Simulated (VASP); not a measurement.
# Cu (Fmmm) in VASP: notebook

Cu is run at these levels: r2SCAN; tasks: single point.

All numbers are computed with VASP 6.6.1; they aren't measurements. Logs are shortened: lines on timing, memory, paths and dates and some standing lists are left out, and cuts for length are marked.

## (1) The cell of the first run

It takes space group Fmmm (No. 69, orthorhombic). Conventional cell: a = 2.752 Å, b = 3.928 Å, c = 4.234 Å, α = 90.00°, β = 90.00°, γ = 90.00°. Cu (site symmetry mmm) has 14 Cu at 2.40 to 2.89 Å within 3.2 Å.

## (2) Single point, r2SCAN (strain +0.0750 x Voigt [0, 0, 0, 0, 0, 1])

POSCAR reads:

```
Cu
1.0
   -1.3886885705      1.3886885705      1.3760814500
    1.3886885705     -1.3886885705      1.3760814500
    1.4968980695      1.4968980695     -1.3760814500
Cu
1
Direct
    0.0000000000      0.0000000000      0.0000000000
```

INCAR.step1 reads:

```
PREC = Accurate
ENCUT = 520
ISMEAR = 0
SIGMA = 0.15
LREAL = False
LASPH = True
NELM = 100
NBANDS = 12
GGA = PE
ALGO = Normal
EDIFF = 1E-4
LWAVE = True
LCHARG = False
```

INCAR.step2 reads:

```
PREC = Accurate
ENCUT = 520
EDIFF = 1E-6
ISMEAR = 0
SIGMA = 0.15
LREAL = False
LASPH = True
NELM = 100
ALGO = Normal
ISIF = 2
LWAVE = False
LCHARG = True
METAGGA = R2SCAN
LMIXTAU = True
LELF = True
LVHAR = True
NBANDS = 12
ISTART = 1
```

KPOINTS reads:

```
regular mesh
0
Gamma
  24 24 24
```

Potentials or basis: VASP PAW PBE potentials, release 64 (Cu).

Started as:

```
$ cat potpaw_PBE.64/Cu/POTCAR > POTCAR
$ cp INCAR.step1 INCAR
$ mpirun -np 1 vasp_std > vasp.out
$ cp INCAR.step2 INCAR
$ mpirun -np 1 vasp_std > vasp.out
```

OUTCAR:

```text
PREC = Accurate
   ENCUT = 520
   EDIFF = 1E-6
   ISMEAR = 0
   LREAL = False
   LASPH = True
   NELM = 100
   ISIF = 2
   METAGGA = R2SCAN
   ISTART = 1

 ion  position               nearest neighbor table
   1  0.000  0.000  0.000-

  LATTYP: Found a face centered orthorhombic cell.
 ALAT       =     2.7521629000
 B/A-ratio  =     1.4271700344
 C/A-ratio  =     1.5383780890

  Lattice vectors:

 A1 = (   2.8855866400,   0.1082094990,   0.0000000000)
 A2 = (   1.4968980695,   1.4968980695,   1.3760814500)
 A3 = (   1.3886885705,  -1.3886885705,   1.3760814500)

Analysis of symmetry for initial positions (statically):
=====================================================================
 Subroutine PRICEL returns:
 Original cell was already a primitive cell.

 Routine SETGRP: Setting up the symmetry group for a
 face centered orthorhombic supercell.

 Subroutine GETGRP returns: Found  8 space group operations
 (whereof  8 operations were pure point group operations)
 out of a pool of  8 trial point group operations.

The static configuration has the point symmetry D_2h.

Analysis of symmetry for dynamics (positions and initial velocities):
=====================================================================
 Subroutine PRICEL returns:
 Original cell was already a primitive cell.

 Routine SETGRP: Setting up the symmetry group for a
 face centered orthorhombic supercell.

 Subroutine GETGRP returns: Found  8 space group operations
 (whereof  8 operations were pure point group operations)
 out of a pool of  8 trial point group operations.

The dynamic configuration has the point symmetry D_2h.

 Subroutine INISYM returns: Found  8 space group operations
 (whereof  8 operations are pure point group operations),
 and found     1 'primitive' translations

----------------------------------------------------------------------------------------

                                     Primitive cell

  volume of cell :      11.4420

  direct lattice vectors                    reciprocal lattice vectors
    -1.388688571  1.388688571  1.376081450    -0.013013925  0.347038005  0.363350585
     1.388688571 -1.388688571  1.376081450     0.347038005 -0.013013925  0.363350585
     1.496898070  1.496898070 -1.376081450     0.334024080  0.334024080  0.000000000

  length of vectors
     2.398022529  2.398022529  2.524877783     0.502621514  0.502621514  0.472381384

  position of ions in fractional coordinates (direct lattice)
     0.000000000  0.000000000  0.000000000

  ion indices of the primitive-cell ions
   primitive index   ion index
                 1           1

----------------------------------------------------------------------------------------

 KPOINTS: regular mesh

Automatic generation of k-mesh.
 Grid dimensions read from file:
 generate k-points for:   24   24   24

 Generating k-lattice:

  Cartesian coordinates                     Fractional coordinates (reciprocal lattice)
    -0.000542247  0.014459917  0.015139608     0.041666667 -0.000000000  0.000000000
     0.014459917 -0.000542247  0.015139608    -0.000000000  0.041666667  0.000000000
     0.013917670  0.013917670  0.000000000     0.000000000  0.000000000  0.041666667

  Length of vectors
     0.020942563  0.020942563  0.019682558

  Shift w.r.t. Gamma in fractional coordinates (k-lattice)
     0.000000000  0.000000000  0.000000000

 Subroutine IBZKPT returns following result:
 ===========================================

 Found   1963 irreducible k-points:

 Following reciprocal coordinates:
            Coordinates               Weight
  0.000000  0.000000  0.000000      1.000000
  0.041667  0.000000  0.000000      8.000000
  0.083333  0.000000  0.000000      8.000000
  0.125000  0.000000 -0.000000      8.000000
  0.166667 -0.000000  0.000000      8.000000
  0.208333 -0.000000  0.000000      8.000000
[... 16 lines left out ...]
  0.416667  0.041667  0.000000      8.000000
  0.458333  0.041667  0.000000      8.000000
 [... further k-points ...]
   k-points           NKPTS =   1963   k-points in BZ     NKDIM =   1963   number of bands    NBANDS=     12
   number of dos      NEDOS =    301   number of ions     NIONS =      1
   total plane-waves  NPLWV =   6480
   dimension x,y,z NGX =    18 NGY =   18 NGZ =   20
   dimension x,y,z NGXF=    36 NGYF=   36 NGZF=   40
   ions per type =               1
   NGX,Y,Z   is equivalent  to a cutoff of  12.48, 12.48, 13.17 a.u.
   NGXF,Y,Z  is equivalent  to a cutoff of  24.96, 24.96, 26.34 a.u.
 SYSTEM =  unknown system
   PREC   = accura    normal or accurate (medium, high low for compatibility)
   ISTART =      1    job   : 0-new  1-cont  2-samecut
   ICHARG =      0    charge: 1-file 2-atom 10-const
   ISPIN  =      1    spin polarized calculation?
   LNONCOLLINEAR =      F non collinear calculations
   LSORBIT =      F    spin-orbit coupling
   LASPH  =      T    aspherical Exc in radial PAW
   ENCUT  =  520.0 eV  38.22 Ry    6.18 a.u.   4.46  4.46  4.69*2*pi/ulx,y,z
   NELM   =    100;   NELMIN=  2; NELMDL=  0     # of ELM steps
   EDIFF  = 0.1E-05   stopping-criterion for ELM
   LREAL  =      F    real-space projection
   EDIFFG = 0.1E-04   stopping-criterion for IOM
   NSW    =      0    number of steps for IOM
   IBRION =     -1    ionic relax: 0-MD 1-quasi-New 2-CG
   NFREE  =      0    steps in history (QN), initial steepest desc. (CG)
   ISIF   =      2    stress and relaxation
   ISYM   =      2    0-nonsym 1-usesym 2-fastsym
   POTIM  = 0.5000    time-step for ionic-motion
   TEBEG  =    0.0;   TEEND  =   0.0 temperature during run
   PSTRESS=    0.0 pullay stress
   NELECT =      11.0000    total number of electrons
   NUPDOWN=      -1.0000    fix difference up-down
   EMIN   =  10.00;   EMAX   =-10.00  energy-range for DOS
   EFERMI =   0.00;   METHOD = LEGACY
   ISMEAR =     0;   SIGMA  =   0.15  broadening in eV -4-tet -1-fermi 0-gaus
   EFERMI_NEDOS =   21; number of points for ismear=-14 and -15
   IALGO  =     38    algorithm
   IMIX   =      4    mixing-type and parameters
     AMIX     =   0.40;   BMIX     =  1.00
     AMIX_MAG =   1.60;   BMIX_MAG =  1.00
  volume/ion in A,a.u.               =      11.44        77.21
  Fermi-wavevector in a.u.,A,eV,Ry     =   1.615742  3.053309 35.519667  2.610622
  Thomas-Fermi vector in A             =   2.710441
   LORBIT       =      0    0 simple, 1 ext, 2 COOP (PROOUT), +10 PAW based schemes
   METAGGA = R2SCAN    functional components
   LHFCALC =     F    Hartree Fock is set to
   AEXX    =    0.0000 exact exchange contribution
   IVDW    =     0    specifies the selected vdW correction
   LEPSILON=     F    determine dielectric tensor
   LRPA    =     F    only Hartree local field effects (RPA)
 non-spin polarized calculation
 Gauss-broadening in eV      SIGMA  =   0.15
  energy-cutoff  :      520.00
  volume of cell :       11.44
 maximum number of plane-waves:       330
 NGX is ok and might be reduce to    18
   NGX =  9   NGY =  9   NGZ =  9

 number of electron      11.0000001 magnetization

 Free energy of the ion-electron system (eV)
  ---------------------------------------------------
  ext. energy  EPLUGINS =         0.00000000
  ---------------------------------------------------
  free energy    TOTEN  =       -10.76859734 eV

  energy without entropy =      -10.76543331  energy(sigma->0) =      -10.76701533

 E-fermi :   7.8029     XC(G=0): -13.9577

 val. band max:        7.8021587496   @ k =  -0.2917   0.4167   0.1667
 cond. band min:       7.8092122076   @ k =  -0.3333   0.4167   0.1667
 fundamental gap:      0.0070534580
 Fermi energy:         7.8029408886

 k-point     1 :       0.0000    0.0000    0.0000
  band No.  band energies     occupation
      1      -2.1203      2.00000
      2       4.2793      2.00000
      3       4.3110      2.00000
      4       4.7933      2.00000
      5       5.4624      2.00000
      6       5.6350      2.00000
      7      31.7575      0.00000
      8      34.8150      0.00000
      9      35.0278      0.00000
     10      36.0283      0.00000
     11      37.6235      0.00000
     12      39.0944      0.00000

 k-point     2 :       0.0417    0.0000    0.0000
  band No.  band energies     occupation
      1      -2.0477      2.00000
      2       4.2790      2.00000
      3       4.3250      2.00000
      4       4.7919      2.00000
      5       5.4615      2.00000
      6       5.6239      2.00000
      7      31.4989      0.00000
      8      34.1454      0.00000
      9      34.6881      0.00000
     10      36.1268      0.00000
     11      36.8816      0.00000
     12      38.4133      0.00000

 k-point     3 :       0.0833    0.0000    0.0000
  band No.  band energies     occupation
      1      -1.8312      2.00000
      2       4.2593      2.00000
      3       4.3778      2.00000
      4       4.7933      2.00000
      5       5.4581      2.00000
      6       5.5963      2.00000
      7      30.8093      0.00000
      8      32.2930      0.00000
      9      34.0419      0.00000
     10      35.6299      0.00000
     11      36.5098      0.00000
     12      37.3226      0.00000
[... 286 lines left out ...]
 k-point    23 :       0.4167    0.0417    0.0000
  band No.  band energies     occupation
      1       2.3965      2.00000
      2       3.6501      2.00000
      3       5.4553      2.00000
      4       5.6798      2.00000
      5       6.0407      2.00000
      6       6.8205      2.00000
      7      13.9438      0.00000
      8      24.8301      0.00000
      9      26.8334      0.00000
     10      30.0833      0.00000
     11      34.5560      0.00000
     12      42.2432      0.00000

 k-point    24 :       0.4583    0.0417    0.0000
  band No.  band energies     occupation
      1       2.4516      2.00000
      2       3.6238      2.00000
      3       5.4987      2.00000
      4       5.6820      2.00000
      5       6.1668      2.00000
      6       7.4062      1.99982
      7      12.9414      0.00000
      8      24.6937      0.00000
      9      26.6709      0.00000
     10      29.9675      0.00000
     11      34.4919      0.00000
     12      42.8938      0.00000

 [... further k-points ...]
[... 5 lines left out ...]
  --------------------------------------------------------------------------------------
  -------------------------------------------------------------------------------------
  Total        0.1355118      0.1355118      0.1917994     -0.6179166      0.0000000      0.0000000
  in kB       18.9752109     18.9752109     26.8569459    -86.5245202      0.0000000      0.0000000
  external PRESSURE =      21.6024559 kB  Pullay stress =       0.0000000 kB

 VOLUME and BASIS-vectors are now :
 -----------------------------------------------------------------------------
  energy-cutoff  :      520.00
  volume of cell :       11.44
      direct lattice vectors                 reciprocal lattice vectors
    -1.388688571  1.388688571  1.376081450    -0.013013925  0.347038005  0.363350585
     1.388688571 -1.388688571  1.376081450     0.347038005 -0.013013925  0.363350585
     1.496898070  1.496898070 -1.376081450     0.334024080  0.334024080  0.000000000

 POSITION                                       TOTAL-FORCE (eV/Angst)
 -----------------------------------------------------------------------------------
      0.00000      0.00000      0.00000         0.000000      0.000000     -0.000000
 -----------------------------------------------------------------------------------
    total drift:                                0.000000      0.000000      0.000000

  FREE ENERGIE OF THE ION-ELECTRON SYSTEM (eV)
  ---------------------------------------------------
  free  energy   TOTEN  =       -10.7685973425 eV

  energy  without entropy=      -10.7654333130  energy(sigma->0) =      -10.76701533
```

It took 6.6 min on 1 thread of Intel Xeon 6975P-C (Granite Rapids), shared host; peak memory 0.36 GiB.

Results:

- Free energy: -10.7686 eV
- Pressure: 2.2 GPa

Stress tensor (GPa, compression positive):
```
 1.90 -8.65  0.00
-8.65  1.90  0.00
 0.00  0.00  2.69
```

Caveat: the cell differs from its parent crystal (strain +0.0750 x Voigt [0, 0, 0, 0, 0, 1]); the PAW data sets were made with another functional, which shifts forces and pressure a little.

## (3) Single point, r2SCAN (strain -0.0500 x Voigt [0, 0, 0, 0, 0, 1])

POSCAR reads:

```
Cu
1.0
   -1.4788631530      1.4788631530      1.3760814500
    1.4788631530     -1.4788631530      1.3760814500
    1.4067234870      1.4067234870     -1.3760814500
Cu
1
Direct
    0.0000000000      0.0000000000      0.0000000000
```

INCAR.step1 reads:

```
SYSTEM = Cu
PREC     = Accurate       ! precision mode
ENCUT    = 520            ! plane-wave cutoff, eV
ISMEAR   = 0              ! smearing method
SIGMA    = 0.15           ! smearing width, eV
LREAL    = .False.        ! projectors in reciprocal space
LASPH    = .True.         ! aspherical terms in the spheres
NELM     = 100            ! most SCF steps
NBANDS   = 12             ! bands
GGA      = PE             ! functional
ALGO     = Normal         ! electronic algorithm
EDIFF    = 1E-4           ! SCF threshold, eV
LWAVE    = .True.         ! write WAVECAR
LCHARG   = .False.        ! write CHGCAR
```

INCAR.step2 reads:

```
SYSTEM = Cu
PREC     = Accurate       ! precision mode
ENCUT    = 520            ! plane-wave cutoff, eV
EDIFF    = 1E-7           ! SCF threshold, eV
ISMEAR   = 0              ! smearing method
SIGMA    = 0.15           ! smearing width, eV
LREAL    = .False.        ! projectors in reciprocal space
LASPH    = .True.         ! aspherical terms in the spheres
NELM     = 100            ! most SCF steps
ALGO     = Normal         ! electronic algorithm
ISIF     = 2              ! what is computed and relaxed
LWAVE    = .False.        ! write WAVECAR
LCHARG   = .True.         ! write CHGCAR
METAGGA  = R2SCAN         ! meta-GGA
LMIXTAU  = .True.       
LELF     = .True.         ! ELF
LVHAR    = .True.       
NBANDS   = 12             ! bands
ISTART   = 1
```

KPOINTS reads:

```
Automatic mesh
0
Gamma
  24 24 24
  0 0 0
```

Potentials or basis: VASP PAW PBE potentials, release 64 (Cu).

Started as:

```
$ cat potpaw_PBE.64/Cu/POTCAR > POTCAR
$ cp INCAR.step1 INCAR
$ mpirun -np 1 vasp_std > vasp.out
$ cp INCAR.step2 INCAR
$ mpirun -np 1 vasp_std > vasp.out
```

Run time: 23 min. Hardware: 1 thread of Oxide Virtual Turin-like, shared host; peak memory 0.33 GiB.

The run converged. Its results:

```yaml
Free_energy: -10.7816 eV
Pressure: 1.5 GPa
```

Stress tensor (GPa, compression positive):
```
1.37 5.70 0.00
5.70 1.37 0.00
0.00 0.00 1.75
```

Levels at points of the mesh, in eV from the Fermi level:
| k point | band 1 | band 2 | band 3 | band 4 | band 5 | band 6 | band 7 | band 8 | band 9 | band 10 |
| --- | --- | --- | --- | --- | --- | --- | --- | --- | --- | --- |
| (0.00, 0.00, 0.00) | -9.92 | -3.46 | -3.43 | -3.08 | -2.36 | -2.17 | 24.64 | 26.72 | 27.19 | 28.89 |
| (0.50, 0.00, 0.00) | -5.37 | -4.17 | -2.28 | -2.07 | -1.47 | -0.56 | 4.96 | 17.34 | 19.25 | 21.96 |
| (0.50, 0.50, 0.00) | -5.48 | -4.02 | -2.38 | -2.11 | -1.56 | -1.32 | 3.86 | 19.79 | 20.47 | 23.80 |
| (0.00, 0.00, 0.50) | -5.35 | -3.84 | -2.48 | -2.31 | -1.42 | -0.54 | 4.98 | 19.02 | 19.31 | 22.96 |
| (0.50, 0.50, 0.50) | -5.03 | -4.99 | -1.79 | -1.62 | -1.55 | 8.05 | 8.35 | 10.10 | 13.74 | 14.44 |

Caveat: the cell differs from its parent crystal (strain -0.0500 x Voigt [0, 0, 0, 0, 0, 1]); the PAW data sets were made with another functional, which shifts forces and pressure a little.

(Continued in part 2 of 3.)
